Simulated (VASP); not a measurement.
# Si15Sn (P1) in VASP: single point with HSE06

Aim: the single point of Si15Sn with HSE06.

Everything below comes from runs of VASP 6.6.1. Logs are shortened: lines on timing, memory, paths and dates and some standing lists are left out, and cuts for length are marked.

### Step 1. The cell of the first run

The typed cell holds 64 atoms: a = 11.014 Å, b = 11.014 Å, c = 11.014 Å, α = 90.00°, β = 90.00°, γ = 90.00°.

### Step 2. Single point, HSE06

The input, POSCAR:

```
Si15Sn
1.0
   11.0140650000      0.0000000000      0.0000000000
    0.0000000000     11.0140650000      0.0000000000
    0.0000000000      0.0000000000     11.0140650000
Sn Si
4 60
Direct
    0.0009350000      0.9970330000      0.0026360000
    0.1340600000      0.1160030000      0.6173960000
    0.1249170000      0.6267590000      0.1266320000
    0.9915290000      0.2589970000      0.7550210000
    0.9906090000      0.9907220000      0.4913010000
    0.9922720000      0.4945840000      0.9951870000
    0.0002890000      0.5023720000      0.4977540000
    0.5028120000      0.0008780000      0.0018750000
    0.4999900000      0.0000500000      0.5001830000
    0.5008240000      0.4997200000      0.0002270000
    0.5026420000      0.5012700000      0.5015040000
    0.1338890000      0.1336500000      0.1337810000
    0.1251940000      0.6234300000      0.6240570000
    0.6237610000      0.1247580000      0.1268120000
    0.6236780000      0.1248770000      0.6238540000
    0.6241580000      0.6234450000      0.1252040000
    0.6242050000      0.6260740000      0.6253600000
    0.2556710000      0.2525250000      0.0036570000
    0.2610650000      0.2578840000      0.4912670000
    0.2621150000      0.7544630000      0.9930760000
    0.2495620000      0.7497290000      0.5003740000
    0.7425930000      0.2507540000      0.0036600000
    0.7474340000      0.2500120000      0.4973440000
    0.7476500000      0.7467450000      0.0002410000
    0.7475490000      0.7486500000      0.5015640000
    0.3805860000      0.3739890000      0.1269300000
    0.3780470000      0.3774360000      0.6254630000
    0.3777230000      0.8777330000      0.1253910000
    0.3801310000      0.8711790000      0.6241080000
    0.8731000000      0.3721080000      0.1248090000
    0.8641140000      0.3865410000      0.6146200000
    0.8631760000      0.8677440000      0.1347260000
    0.8725840000      0.8721070000      0.6252700000
    0.2520300000      0.0005860000      0.2528130000
    0.2648390000      0.9900880000      0.7557550000
    0.2589870000      0.4932220000      0.2576380000
    0.2527010000      0.5024750000      0.7504810000
    0.7450170000      0.0008340000      0.2518300000
    0.7442790000      0.9969780000      0.7477400000
    0.7501190000      0.4994390000      0.2499000000
    0.7457950000      0.5031690000      0.7483940000
    0.3795170000      0.1253800000      0.3733180000
    0.3786990000      0.1248810000      0.8782520000
    0.3775410000      0.6250190000      0.3779230000
    0.3805840000      0.6246860000      0.8728720000
    0.8728070000      0.1248490000      0.3726230000
    0.8545750000      0.1235630000      0.8776680000
    0.8723010000      0.6246670000      0.3778320000
    0.8733440000      0.6242200000      0.8725310000
    0.0009130000      0.2520840000      0.2523990000
    0.9902250000      0.7549260000      0.2602590000
    0.0009640000      0.7469700000      0.7473780000
    0.5025450000      0.2486670000      0.2495030000
    0.5003640000      0.2498190000      0.7501390000
    0.5002060000      0.7498490000      0.2502830000
    0.5026900000      0.7484610000      0.7490080000
    0.1257970000      0.3762020000      0.3762240000
    0.1342070000      0.3831260000      0.8839630000
    0.1235680000      0.8741880000      0.3745830000
    0.1348260000      0.8657070000      0.8664320000
    0.6241030000      0.3748430000      0.3739130000
    0.6239570000      0.3758460000      0.8749020000
    0.6236080000      0.8749950000      0.3766690000
    0.6237470000      0.8732440000      0.8755020000
```

The input, INCAR.step1:

```
SYSTEM = Si15Sn
PREC = Accurate
ENCUT = 520
EDIFF = 1E-5
ISMEAR = -1
SIGMA = 0.05
LREAL = Auto
LASPH = .TRUE.
NELM = 60
ALGO = Normal
ISIF = 2
LWAVE = .TRUE.
LCHARG = .FALSE.
GGA = PE
NBANDS = 186
LUSENCCL = .FALSE.
```

The input, INCAR.step2:

```
SYSTEM = Si15Sn
PREC = Accurate
ENCUT = 520
EDIFF = 1E-7
ISMEAR = -1
SIGMA = 0.05
LREAL = Auto
LASPH = .TRUE.
NELM = 60
ALGO = Normal
ISIF = 2
LWAVE = .FALSE.
LCHARG = .FALSE.
GGA = PE
LHFCALC = .TRUE.
HFSCREEN = 0.2079
PRECFOCK = Fast
ISTART = 1
NBANDS = 186
LUSENCCL = .FALSE.
```

The input, KPOINTS:

```
regular mesh
0
G
  1 1 1
  0 0 0
```

Potentials or basis: VASP PAW PBE potentials, release 64 (Sn_d, Si).

Started as:

```
$ cat potpaw_PBE.64/Sn_d/POTCAR potpaw_PBE.64/Si/POTCAR > POTCAR
$ cp INCAR.step1 INCAR
$ mpirun -np 1 vasp_gam > vasp.out
$ cp INCAR.step2 INCAR
$ mpirun -np 1 vasp_gam > vasp.out
```

OUTCAR:

```text
SYSTEM = Si15Sn
   PREC = Accurate
   ENCUT = 520
   EDIFF = 1E-7
   ISMEAR = -1
   LREAL = Auto
   LASPH = .TRUE.
   NELM = 60
   ISIF = 2
   GGA = PE
   LHFCALC = .TRUE.
   HFSCREEN = 0.2079
   PRECFOCK = Fast
   ISTART = 1

 ion  position               nearest neighbor table
   1  0.001  0.997  0.003-  47 2.54  32 2.54  12 2.55  60 2.55
   2  0.134  0.116  0.617-  35 2.51  19 2.52   5 2.52   4 2.69
   3  0.125  0.627  0.127-   6 2.52  51 2.52  20 2.53  36 2.53
   4  0.992  0.259  0.755-  47 2.51  31 2.52  58 2.52   2 2.69
   5  0.991  0.991  0.491-  59 2.33  33 2.36  46 2.36   2 2.52
   6  0.992  0.495  0.995-  58 2.33  49 2.36  30 2.36   3 2.52
[... 56 lines left out ...]
  63  0.624  0.875  0.377-  38 2.37   9 2.37  55 2.38  25 2.39
  64  0.624  0.873  0.876-  39 2.37  56 2.37   8 2.38  24 2.39

  LATTYP: Found a simple cubic cell.
 ALAT       =    11.0140650000

  Lattice vectors:

 A1 = (  11.0140650000,   0.0000000000,   0.0000000000)
 A2 = (   0.0000000000,  11.0140650000,   0.0000000000)
 A3 = (   0.0000000000,   0.0000000000,  11.0140650000)

Analysis of symmetry for initial positions (statically):
=====================================================================
 Subroutine PRICEL returns:
 Original cell was already a primitive cell.

 Routine SETGRP: Setting up the symmetry group for a
 simple cubic supercell.

 Subroutine GETGRP returns: Found  1 space group operations
 (whereof  1 operations were pure point group operations)
 out of a pool of 48 trial point group operations.

The static configuration has the point symmetry C_1 .

Analysis of symmetry for dynamics (positions and initial velocities):
=====================================================================
 Subroutine PRICEL returns:
 Original cell was already a primitive cell.

 Routine SETGRP: Setting up the symmetry group for a
 simple cubic supercell.

 Subroutine GETGRP returns: Found  1 space group operations
 (whereof  1 operations were pure point group operations)
 out of a pool of 48 trial point group operations.

The dynamic configuration has the point symmetry C_1 .

 Subroutine INISYM returns: Found  1 space group operations
 (whereof  1 operations are pure point group operations),
 and found     1 'primitive' translations
[... 203 lines left out ...]
   POTIM  = 0.5000    time-step for ionic-motion
   TEBEG  =    0.0;   TEEND  =   0.0 temperature during run
   PSTRESS=    0.0 pullay stress
   NELECT =     296.0000    total number of electrons
   NUPDOWN=      -1.0000    fix difference up-down
   EMIN   =  10.00;   EMAX   =-10.00  energy-range for DOS
   EFERMI =   0.00;   METHOD = LEGACY
   ISMEAR =    -1;   SIGMA  =   0.05  broadening in eV -4-tet -1-fermi 0-gaus
   EFERMI_NEDOS =   21; number of points for ismear=-14 and -15
   IALGO  =     38    algorithm
   IMIX   =      1    mixing-type and parameters
     AMIX     =   0.40;   BMIX     =  1.00
     AMIX_MAG =   1.60;   BMIX_MAG =  1.00
  volume/ion in A,a.u.               =      20.88       140.88
  Fermi-wavevector in a.u.,A,eV,Ry     =   0.990584  1.871931 13.350795  0.981256
  Thomas-Fermi vector in A             =   2.122264
   LORBIT       =      0    0 simple, 1 ext, 2 COOP (PROOUT), +10 PAW based schemes
   GGA     = PE    functional components
   LHFCALC =     T    Hartree Fock is set to
   PRECFOCK=fast      Normal, Fast or Accurate (Low or Medium for compatibility)
   ENCUT4O =  -1.0   cutoff for four orbital integrals eV
   NKREDX  =     1    reduce k-point grid by
   NKREDY  =     1    reduce k-point grid by
   NKREDZ  =     1    reduce k-point grid by
   AEXX    =    0.2500 exact exchange contribution
   HFSCREEN=    0.2079 screening length (either q_TF or 0.3 A-1)
   HFSCREENC=   0.2079 screening length for correlation (either q_TF or 0.3 A-1)
   ENCUTFOCK=  -1.0 apply spherical cutoff to Coloumb kernel
   IVDW    =     0    specifies the selected vdW correction
   LEPSILON=     F    determine dielectric tensor
   LRPA    =     F    only Hartree local field effects (RPA)
 non-spin polarized calculation
  energy-cutoff  :      520.00
  volume of cell :     1336.11
 maximum number of plane-waves:     18021
 NGX is ok and might be reduce to    84
  NGX = 42; NGY = 42; NGZ = 42

 number of electron     296.0000011 magnetization

 Free energy of the ion-electron system (eV)
  ---------------------------------------------------
  ext. energy  EPLUGINS =         0.00000000
  ---------------------------------------------------
  free energy    TOTEN  =      -386.27670075 eV

  energy without entropy =     -386.27661694  energy(sigma->0) =     -386.27665884

 E-fermi :   6.1438     XC(G=0):  -7.8038

 val. band max:        5.6031981454   @ k =   0.0000   0.0000   0.0000
 cond. band min:       6.6847568749   @ k =   0.0000   0.0000   0.0000
 fundamental gap:      1.0815587295
 Fermi energy:         6.1437783389

 k-point     1 :       0.0000    0.0000    0.0000
  band No.  band energies     occupation
      1     -17.5370      2.00000
      2     -17.4303      2.00000
      3     -17.4280      2.00000
      4     -17.4226      2.00000
      5     -17.3759      2.00000
      6     -17.3659      2.00000
[... 152 lines left out ...]
    159       7.2675      0.00000
    160       7.2725      0.00000
 [bands above 160 left out]

------------------------ aborting loop because EDIFF is reached ----------------------------------------

  FORCE on cell =-STRESS in cart. coord.  units (eV):
  Direction    XX          YY          ZZ          XY          YZ          ZX
  --------------------------------------------------------------------------------------
  -------------------------------------------------------------------------------------
  Total        3.3462304      2.9245564      2.9168875      0.2475154     -0.2244959      0.2426616
  in kB        4.0125783      3.5069346      3.4977386      0.2968042     -0.2692006      0.2909838
  external PRESSURE =       3.6724172 kB  Pullay stress =       0.0000000 kB

 VOLUME and BASIS-vectors are now :
 -----------------------------------------------------------------------------
  energy-cutoff  :      520.00
  volume of cell :     1336.11
      direct lattice vectors                 reciprocal lattice vectors
    11.014065000  0.000000000  0.000000000     0.090793000  0.000000000  0.000000000
     0.000000000 11.014065000  0.000000000     0.000000000  0.090793000  0.000000000
     0.000000000  0.000000000 11.014065000     0.000000000  0.000000000  0.090793000

 POSITION                                       TOTAL-FORCE (eV/Angst)
 -----------------------------------------------------------------------------------
      0.01030     10.98139      0.02903        -0.017253     -0.005342     -0.014687
      1.47655      1.27766      6.80004        -0.016063      0.023513      0.028188
      1.37584      6.90316      1.39473         0.000341      0.006922      0.004065
     10.92076      2.85261      8.31585         0.018675     -0.030638     -0.015791
     10.91063     10.91188      5.41122         0.040997      0.030130      0.023060
     10.92895      5.44738     10.96105         0.022914      0.020653      0.018386
[... 56 lines left out ...]
      6.86846      9.63725      4.14866         0.002895      0.005209      0.003348
      6.86999      9.61797      9.64284         0.005599     -0.010102     -0.009540
 -----------------------------------------------------------------------------------
    total drift:                                0.014682      0.007648     -0.001846

  FREE ENERGIE OF THE ION-ELECTRON SYSTEM (eV)
  ---------------------------------------------------
  free  energy   TOTEN  =      -386.2767007458 eV

  energy  without entropy=     -386.2766169391  energy(sigma->0) =     -386.27665884
```

Wall time 6.9 min (1 × NVIDIA H100 80GB with 1 thread of AMD EPYC 7R13 (Zen 3), shared host); peak memory 1.8 GiB.

Results:

```yaml
Free_energy: -386.2767 eV
Pressure: 0.4 GPa
Largest_force: 0.061 eV/Å
Band_gap_on_the_k_mesh: 1.08 eV
```

Forces in eV/Å, atoms in the order of the input:
```
Sn  -0.017 -0.005 -0.015
Sn  -0.016  0.024  0.028
Sn   0.000  0.007  0.004
Sn   0.019 -0.031 -0.016
Si   0.041  0.030  0.023
Si   0.023  0.021  0.018
Si  -0.029 -0.015 -0.006
Si  -0.005  0.005  0.008
Si  -0.007 -0.018 -0.015
Si  -0.008 -0.005 -0.006
Si  -0.009  0.007 -0.006
Si  -0.012 -0.010 -0.016
Si   0.001 -0.001 -0.002
Si   0.006  0.004  0.005
Si   0.004  0.001  0.001
Si  -0.001 -0.003 -0.003
Si   0.006  0.004  0.007
Si  -0.002  0.020  0.007
Si  -0.017 -0.035  0.027
Si  -0.013 -0.010  0.000
Si   0.024  0.006 -0.013
Si   0.019 -0.028 -0.017
Si   0.006  0.033 -0.010
Si   0.005  0.016  0.019
Si  -0.011 -0.010  0.001
Si  -0.006  0.008  0.017
Si  -0.007 -0.006 -0.018
Si  -0.003 -0.016 -0.018
Si   0.002  0.005  0.020
Si  -0.011  0.010 -0.019
Si   0.024 -0.032  0.043
Si   0.020  0.011  0.001
Si  -0.013  0.008 -0.021
Si   0.010  0.004  0.000
Si  -0.037  0.005 -0.037
Si   0.003  0.016 -0.013
Si   0.015 -0.016  0.021
Si   0.007 -0.019 -0.008
Si   0.019  0.013  0.035
Si  -0.004 -0.004  0.014
Si   0.002  0.006 -0.031
Si   0.002  0.020  0.004
Si  -0.005 -0.021 -0.010
Si  -0.007 -0.019 -0.012
Si  -0.010  0.019  0.014
Si  -0.014 -0.020  0.014
Si   0.024  0.024 -0.013
Si  -0.002  0.020 -0.009
Si  -0.015 -0.019  0.009
Si   0.010  0.000  0.006
Si  -0.002 -0.011 -0.024
Si   0.010  0.014  0.015
Si  -0.013 -0.001  0.004
Si  -0.007  0.011  0.005
Si  -0.010  0.003  0.015
Si  -0.005 -0.005 -0.010
Si   0.043  0.002 -0.002
Si  -0.048 -0.027 -0.026
Si  -0.037 -0.011 -0.005
Si   0.037  0.024  0.019
Si   0.011 -0.005 -0.006
Si   0.002  0.009  0.009
Si   0.003  0.005  0.003
Si   0.006 -0.010 -0.010
```

Caveat: the k points lie up to 0.57 Å⁻¹ apart; the PAW data sets were made with another functional, which shifts forces and pressure a little; spin-orbit coupling is left out, which moves the levels of the heavy elements. A k mesh can miss the band edges.
